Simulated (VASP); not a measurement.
# BN (P6_3/mmc) in VASP: a series of runs, part 2 of 2

VASP 6.6.1.

## 3. Single point, r2SCAN (volume changed by +3%)

The input, POSCAR:

```
BN
1.0
    2.5160036418      0.0000000000      0.0000000000
   -1.2580018209      2.1789230699      0.0000000000
    0.0000000000      0.0000000000      4.0406762053
B N
2 2
Direct
    0.0000000000      0.0000000000      0.0000000000
    0.0000000000      0.0000000000      0.5000000000
    0.3333333333      0.6666666667      0.2500000000
    0.6666666667      0.3333333333      0.7500000000
```

The input, INCAR.step1:

```
SYSTEM = BN
PREC = Accurate
ENCUT = 520
ISMEAR = 0
SIGMA = 0.01
LREAL = .False.
LASPH = .True.
NELM = 100
NBANDS = 16
GGA = PE
ALGO = Normal
EDIFF = 1E-4
LWAVE = .True.
LCHARG = .False.
```

The input, INCAR.step2:

```
SYSTEM = BN
PREC = Accurate
ENCUT = 520
EDIFF = 1E-7
ISMEAR = 0
SIGMA = 0.01
LREAL = .False.
LASPH = .True.
NELM = 100
ALGO = Normal
ISIF = 2
LWAVE = .False.
LCHARG = .False.
METAGGA = R2SCAN
LMIXTAU = .True.
NBANDS = 16
ISTART = 1
```

The input, KPOINTS:

```
regular mesh
0
Gamma
  9 9 6
  0 0 0
```

Potentials or basis: VASP PAW PBE potentials, release 64 (B, N).

Command:

```console
cat potpaw_PBE.64/B/POTCAR potpaw_PBE.64/N/POTCAR > POTCAR
cp INCAR.step1 INCAR
mpirun -np 1 vasp_std > vasp.out
cp INCAR.step2 INCAR
mpirun -np 1 vasp_std > vasp.out
```

OUTCAR:

```text
SYSTEM = BN
   PREC = Accurate
   ENCUT = 520
   EDIFF = 1E-7
   ISMEAR = 0
   LREAL = .False.
   LASPH = .True.
   NELM = 100
   ISIF = 2
   METAGGA = R2SCAN
   ISTART = 1

 ion  position               nearest neighbor table
   1  0.000  0.000  0.000-   3 1.77   4 1.77   4 1.77   3 1.77   4 1.77   3 1.77   2 2.02   2 2.02

   2  0.000  0.000  0.500-   3 1.77   4 1.77   4 1.77   3 1.77   4 1.77   3 1.77   1 2.02   1 2.02

   3  0.333  0.667  0.250-   1 1.77   2 1.77   1 1.77   2 1.77   1 1.77   2 1.77
   4  0.667  0.333  0.750-   1 1.77   2 1.77   1 1.77   2 1.77   1 1.77   2 1.77

  LATTYP: Found a hexagonal cell.
 ALAT       =     2.5160036418
 C/A-ratio  =     1.6059898079

  Lattice vectors:

 A1 = (   2.5160036418,   0.0000000000,   0.0000000000)
 A2 = (  -1.2580018209,   2.1789230699,   0.0000000000)
 A3 = (   0.0000000000,   0.0000000000,   4.0406762053)

Analysis of symmetry for initial positions (statically):
=====================================================================
 Subroutine PRICEL returns:
 Original cell was already a primitive cell.

[... 179 lines left out ...]
 cond. band min:      11.2667775876   @ k =   0.3333   0.3333   0.0000
 fundamental gap:      1.6671356500
 Fermi energy:         9.6849119079

 k-point     1 :       0.0000    0.0000    0.0000
  band No.  band energies     occupation
      1     -13.4396      2.00000
      2      -8.2846      2.00000
      3      -2.7941      2.00000
      4       8.2174      2.00000
      5       8.2174      2.00000
      6       8.9441      2.00000
[... 433 lines left out ...]
      3      -2.3847      2.00000
      4       0.4068      2.00000
      5       1.4616      2.00000
      6       1.4616      2.00000
[... 8 lines left out ...]
     15      24.6791      0.00000
     16      24.6791      0.00000

 [... further k-points ...]

------------------------ aborting loop because EDIFF is reached ----------------------------------------

  FORCE on cell =-STRESS in cart. coord.  units (eV):
  Direction    XX          YY          ZZ          XY          YZ          ZX
  --------------------------------------------------------------------------------------
  -------------------------------------------------------------------------------------
  Total       -1.4168756     -1.4168756     -1.5859066     -0.0000000      0.0000000      0.0000000
  in kB     -102.4790483   -102.4790483   -114.7046342     -0.0000000      0.0000000      0.0000000
  external PRESSURE =    -106.5542436 kB  Pullay stress =       0.0000000 kB

 VOLUME and BASIS-vectors are now :
 -----------------------------------------------------------------------------
  energy-cutoff  :      520.00
  volume of cell :       22.15
      direct lattice vectors                 reciprocal lattice vectors
     2.516003642  0.000000000  0.000000000     0.397455705  0.229471158  0.000000000
    -1.258001821  2.178923070  0.000000000     0.000000000  0.458942316  0.000000000
     0.000000000  0.000000000  4.040676205     0.000000000  0.000000000  0.247483329

 POSITION                                       TOTAL-FORCE (eV/Angst)
 -----------------------------------------------------------------------------------
      0.00000      0.00000      0.00000        -0.000000      0.000000      0.000000
      0.00000      0.00000      2.02034        -0.000000      0.000000      0.000000
     -0.00000      1.45262      1.01017        -0.000000      0.000000     -0.000000
      1.25800      0.72631      3.03051         0.000000      0.000000      0.000000
 -----------------------------------------------------------------------------------
    total drift:                                0.000000     -0.000000      0.000000

  FREE ENERGIE OF THE ION-ELECTRON SYSTEM (eV)
  ---------------------------------------------------
  free  energy   TOTEN  =       -30.8177630734 eV

  energy  without entropy=      -30.8177630734  energy(sigma->0) =      -30.81776307
```

OUTCAR.step1:

```text
SYSTEM = BN
   PREC = Accurate
   ENCUT = 520
   ISMEAR = 0
   LREAL = .False.
   LASPH = .True.
   NELM = 100
[... 689 lines left out ...]
      0.00000      0.00000      2.02034        -0.000000      0.000000      0.000000
     -0.00000      1.45262      1.01017        -0.000000      0.000000      0.000000
      1.25800      0.72631      3.03051         0.000000     -0.000000     -0.000000
 -----------------------------------------------------------------------------------
    total drift:                                0.000000     -0.000000      0.000000

  FREE ENERGIE OF THE ION-ELECTRON SYSTEM (eV)
  ---------------------------------------------------
  free  energy   TOTEN  =       -27.8393407984 eV

  energy  without entropy=      -27.8393407984  energy(sigma->0) =      -27.83934080
```

OSZICAR.step1:

```text
N       E                     dE             d eps       ncg     rms          rms(c)
DAV:   1     0.411959927685E+02    0.41196E+02   -0.84957E+03  1536   0.996E+02
DAV:   2    -0.270125240727E+02   -0.68209E+02   -0.62176E+02  2208   0.221E+02
DAV:   3    -0.293453956044E+02   -0.23329E+01   -0.23226E+01  1736   0.371E+01
DAV:   4    -0.293512050624E+02   -0.58095E-02   -0.58078E-02  1992   0.203E+00
DAV:   5    -0.293512276045E+02   -0.22542E-04   -0.22542E-04  1648   0.103E-01    0.857E+00
DAV:   6    -0.278271547158E+02    0.15241E+01   -0.19917E+00  2184   0.139E+01    0.322E+00
DAV:   7    -0.278379014340E+02   -0.10747E-01   -0.26992E-01  1704   0.414E+00    0.224E+00
DAV:   8    -0.278406362352E+02   -0.27348E-02   -0.83138E-03  1824   0.962E-01    0.254E-01
DAV:   9    -0.278392714769E+02    0.13648E-02   -0.15532E-03  2152   0.490E-01    0.682E-02
DAV:  10    -0.278393407984E+02   -0.69321E-04   -0.24747E-04  1448   0.129E-01
   1 F= -.27839341E+02 E0= -.27839341E+02  d E =-.441214E-22
```

It took 45 s on 1 thread of AMD EPYC 9R45 (Zen 5), shared host; peak memory 0.11 GiB.

What came out:

* Free energy: -30.8178 eV
* Pressure: -10.7 GPa
* Band gap on the k mesh: 1.67 eV, indirect (least direct gap 5.43 eV)

Stress tensor (GPa, compression positive):
```
-10.25   0.00   0.00
  0.00 -10.25   0.00
  0.00   0.00 -11.47
```

Levels at points of the mesh, in eV from the valence-band top:
```tsv
k point	band 5	band 6	band 7	band 8	band 9	band 10	band 11	band 12
(0.00, 0.00, 0.00)	-1.38	-0.66	-0.66	-0.12	6.09	8.11	9.07	9.07
(0.00, 0.00, 0.50)	-0.91	-0.91	-0.91	-0.91	7.32	7.32	8.43	8.43
```

Caveat: the PAW data sets were made with another functional, which shifts forces and pressure a little. A k mesh can miss the band edges.

## 4. Single point, r2SCAN (volume changed by +6%)

The input, POSCAR:

```
BN
1.0
    2.5401974687      0.0000000000      0.0000000000
   -1.2700987344      2.1998755386      0.0000000000
    0.0000000000      0.0000000000      4.0795312447
B N
2 2
Direct
    0.0000000000      0.0000000000      0.0000000000
    0.0000000000      0.0000000000      0.5000000000
    0.3333333333      0.6666666667      0.2500000000
    0.6666666667      0.3333333333      0.7500000000
```

The input, INCAR.step1:

```
SYSTEM = BN
PREC = Accurate ; ENCUT = 520
ISMEAR = 0 ; SIGMA = 0.01
LREAL = .False. ; LASPH = .True.
NELM = 60 ; NBANDS = 16
GGA = PE ; ALGO = Normal
EDIFF = 1E-4 ; LWAVE = .True.
LCHARG = .False.
```

The input, INCAR.step2:

```
SYSTEM = BN
PREC = Accurate ; ENCUT = 520
EDIFF = 1E-7 ; ISMEAR = 0
SIGMA = 0.01 ; LREAL = .False.
LASPH = .True. ; NELM = 60
ALGO = Normal ; ISIF = 2
LWAVE = .False. ; LCHARG = .False.
METAGGA = R2SCAN ; LMIXTAU = .True.
NBANDS = 16 ; ISTART = 1
```

The input, KPOINTS:

```
Automatic mesh
0
Gamma
  9 9 6
  0 0 0
```

Command:

```console
cat potpaw_PBE.64/B/POTCAR potpaw_PBE.64/N/POTCAR > POTCAR
cp INCAR.step1 INCAR
mpirun -np 1 vasp_std > vasp.out
cp INCAR.step2 INCAR
mpirun -np 1 vasp_std > vasp.out
```

Wall time 43 s (1 thread of AMD EPYC 9R45 (Zen 5), shared host); peak memory 0.11 GiB.

The run converged. Its results:

```
Free energy            : -30.7572 eV
Pressure               : -20.2 GPa
Band gap on the k mesh : 1.49 eV, indirect (least direct gap 5.21 eV)
```

Stress tensor (GPa, compression positive):
```
-19.44   0.00   0.00
  0.00 -19.44   0.00
  0.00   0.00 -21.60
```

Levels at points of the mesh, in eV from the valence-band top:
```csv
k point,band 4,band 5,band 6,band 7,band 8,band 9,band 10,band 11,band 12,band 13
"(0.00, 0.00, 0.00)",-1.35,-1.35,-0.63,-0.63,-0.13,5.82,7.55,8.88,8.88,9.11
"(0.00, 0.00, 0.50)",-6.04,-0.89,-0.89,-0.89,-0.89,6.98,6.98,8.28,8.28,8.28
```

Caveat: the PAW data sets were made with another functional, which shifts forces and pressure a little. A k mesh can miss the band edges.

## 5. Single point, r2SCAN

The input, POSCAR:

```
BN
1.0
    2.4913353509      0.0000000000      0.0000000000
   -1.2456676755      2.1575597032      0.0000000000
    0.0000000000      0.0000000000      4.0010591815
B N
2 2
Direct
    0.0000000000      0.0000000000      0.0000000000
    0.0000000000      0.0000000000      0.5000000000
    0.3333333333      0.6666666667      0.2500000000
    0.6666666667      0.3333333333      0.7500000000
```

The input, INCAR.step1:

```
SYSTEM = BN
ALGO     = Normal         ! electronic algorithm
EDIFF    = 1E-4           ! SCF threshold, eV
ENCUT    = 520            ! plane-wave cutoff, eV
GGA      = PE             ! functional
ISMEAR   = 0              ! smearing method
LASPH    = .TRUE.         ! aspherical terms in the spheres
LCHARG   = .FALSE.        ! write CHGCAR
LREAL    = .FALSE.        ! projectors in reciprocal space
LWAVE    = .TRUE.         ! write WAVECAR
NBANDS   = 16             ! bands
NELM     = 80             ! most SCF steps
PREC     = Accurate       ! precision mode
SIGMA    = 0.01           ! smearing width, eV
```

The input, INCAR.step2:

```
SYSTEM = BN
ALGO     = Normal         ! electronic algorithm
EDIFF    = 1E-6           ! SCF threshold, eV
ENCUT    = 520            ! plane-wave cutoff, eV
ISIF     = 2              ! what is computed and relaxed
ISMEAR   = 0              ! smearing method
ISTART   = 1            
LASPH    = .TRUE.         ! aspherical terms in the spheres
LCHARG   = .TRUE.         ! write CHGCAR
LELF     = .TRUE.         ! ELF
LMIXTAU  = .TRUE.       
LREAL    = .FALSE.        ! projectors in reciprocal space
LVHAR    = .TRUE.       
LWAVE    = .FALSE.        ! write WAVECAR
METAGGA  = R2SCAN         ! meta-GGA
NBANDS   = 16             ! bands
NELM     = 80             ! most SCF steps
PREC     = Accurate       ! precision mode
SIGMA    = 0.01           ! smearing width, eV
```

The input, KPOINTS:

```
k-points
0
G
  12 12 6
  0 0 0
```

Command:

```console
cat potpaw_PBE.64/B/POTCAR potpaw_PBE.64/N/POTCAR > POTCAR
cp INCAR.step1 INCAR
mpirun -np 1 vasp_std > vasp.out
cp INCAR.step2 INCAR
mpirun -np 1 vasp_std > vasp.out
```

Run time: 59 s. Hardware: 1 thread of AMD EPYC 9R45 (Zen 5), shared host; peak memory 0.12 GiB.

The run converged. Its results:

```
Free energy            : -30.8376 eV
Pressure               : 0.4 GPa
Band gap on the k mesh : 1.82 eV, indirect (least direct gap 5.67 eV)
```

Stress tensor (GPa, compression positive):
```
0.40 0.00 0.00
0.00 0.40 0.00
0.00 0.00 0.25
```

Levels at points of the mesh, in eV from the valence-band top:
```
           k point  band 6  band 7  band 8  band 9  band 10  band 11
(0.00, 0.00, 0.00)   -0.72   -0.72   -0.15    6.34     8.67     9.23
(0.50, 0.00, 0.00)   -5.91   -4.51   -0.62    5.99     6.02     6.56
(0.00, 0.00, 0.50)   -0.97   -0.97   -0.97    7.64     7.64     8.54
(0.50, 0.00, 0.50)   -4.03   -3.43   -3.43    5.27     5.27     8.26
```

Caveat: the PAW data sets were made with another functional, which shifts forces and pressure a little. A k mesh can miss the band edges.

## 6. Overview

| cell | k mesh | gap on the mesh (eV) | pressure (GPa) |
| --- | --- | --- | --- |
| a = 2.491, b = 2.491, c = 4.001 Å, angles 90.0, 90.0, 120.0°, 4 atoms | 9 × 9 × 6 | 1.85 | 0.3 |
| a = 2.516, b = 2.516, c = 4.041 Å, angles 90.0, 90.0, 120.0°, 4 atoms | 9 × 9 × 6 | 1.67 | -10.7 |
| a = 2.540, b = 2.540, c = 4.080 Å, angles 90.0, 90.0, 120.0°, 4 atoms | 9 × 9 × 6 | 1.49 | -20.2 |
| a = 2.491, b = 2.491, c = 4.001 Å, angles 90.0, 90.0, 120.0°, 4 atoms | 12 × 12 × 6 | 1.82 | 0.4 |

Alike in all rows: task single point; level r2SCAN; potentials or basis VASP PAW PBE potentials, release 64 (B, N); no spin polarisation; cutoff (eV) 520; smearing gaussian 0.01 eV.

Caveats: the PAW data sets were made with another functional, which shifts forces and pressure a little.

Absolute energies hang on the potentials; compare differences alone.
